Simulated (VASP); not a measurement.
Input of a VASP 6.6.1 run:

INCAR

```
ALGO     = Normal         # electronic algorithm
EDIFF    = 1E-6           # SCF threshold, eV
EDIFFG   = -0.01          # ionic threshold
ENCUT    = 600            # plane-wave cutoff, eV
GGA      = PS             # functional
IBRION   = 2              # ionic algorithm
ISIF     = 3              # what is computed and relaxed
ISMEAR   = 0              # smearing method
LASPH    = True           # aspherical terms in the spheres
LCHARG   = False          # write CHGCAR
LREAL    = False          # projectors in reciprocal space
LWAVE    = False          # write WAVECAR
NELM     = 80             # most SCF steps
NSW      = 80             # ionic steps
PREC     = Accurate       # precision mode
SIGMA    = 0.1            # smearing width, eV
```

Contents of KPOINTS:

```
k-points
0
Gamma
  16 16 16
```

Contents of POSCAR:

```
CoO
1.0
    0.0000000000      2.1744804960      2.1744804960
    2.1744804960      0.0000000000      2.1744804960
    2.1744804960      2.1744804960      0.0000000000
Co O
1 1
Direct
    0.0000000000      0.0000000000      0.0000000000
    0.2500000000      0.2500000000      0.2500000000
```

Potentials or basis: VASP PAW PBE potentials, release 64 (Co, O).

The run is started by

```console
$ cat potpaw_PBE.64/Co/POTCAR potpaw_PBE.64/O/POTCAR > POTCAR
$ mpirun -np 1 vasp_std > vasp.out
```

(1) Estimate the relaxed volume.

(2) Estimate the relaxed cell.

(3) What does it give for the space group after relaxing (to 0.05 Å)?

Answers

(1) 9.92 Å³/atom.

(2) a = 3.038 Å, b = 3.038 Å, c = 3.038 Å, α = 60.00°, β = 60.00°, γ = 60.00°.

(3) F-43m (No. 216).

Caveat: the PAW data sets were made with another functional, which shifts forces and pressure a little; an odd number of electrons without spin polarisation forces a metal; a magnetic or distorted state may lie lower; the run has no spin polarisation, though such a crystal can be magnetic.
